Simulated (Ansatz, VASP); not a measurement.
MoS2 in VASP and in Ansatz

```
CELL_PARAMETERS angstrom
3.16100 0.00000 0.00000
-1.58050 2.73751 0.00000
0.00000 0.00000 12.29500
ATOMIC_POSITIONS crystal
Mo 0.33333 0.66667 0.25000
Mo 0.66667 0.33333 0.75000
S 0.33333 0.66667 0.62750
S 0.66667 0.33333 0.12750
S 0.33333 0.66667 0.87250
S 0.66667 0.33333 0.37250
```

Alike in both runs: task single point; functional LDA; k mesh 7 × 7 × 2; occupations gaussian, width 0.05 eV; collinear spin; Hubbard terms Mo d U = 2.0 eV.

|  | VASP | Ansatz |
| --- | --- | --- |
| version | VASP 6.6.1 | Ansatz 0.2.0 |
| potentials or method | VASP PAW LDA potentials, release 64 (Mo_sv, S), cutoff 520 eV | scalar-relativistic, plane waves, PAW |
| valence electrons in the cell | 52 | 52 |

VASP gave:

```
gap on the k mesh at the Fermi level (eV)                     : 0.96
least direct gap on the mesh (eV)                             : 1.98
pressure (GPa)                                                : 2.3
traceless stress, the component that is largest in VASP (GPa) : 4.62
rms of the force components (eV/Å)                            : 0.421
net moment per atom (μB)                                      : 0.00
```

Problem. Which values does Ansatz return?

Solution. gap on the k mesh at the Fermi level (eV): 0.92; least direct gap on the mesh (eV): 2.05; pressure (GPa): 1.0; traceless stress, the component that is largest in VASP (GPa): 4.58; rms of the force components (eV/Å): 0.348; net moment per atom (μB): 0.00.

LDA's correlation is that of Perdew and Zunger in VASP and of Perdew and Wang (1992) in Ansatz. The programs project onto different local orbitals, so the same U acts differently, and such runs can settle in different states. Atom by atom the forces differ by 0.072 eV/Å (rms over components). Ansatz's warnings: seeded moment not kept, specified occupation not kept, symmetry narrowed by occupation matrices.
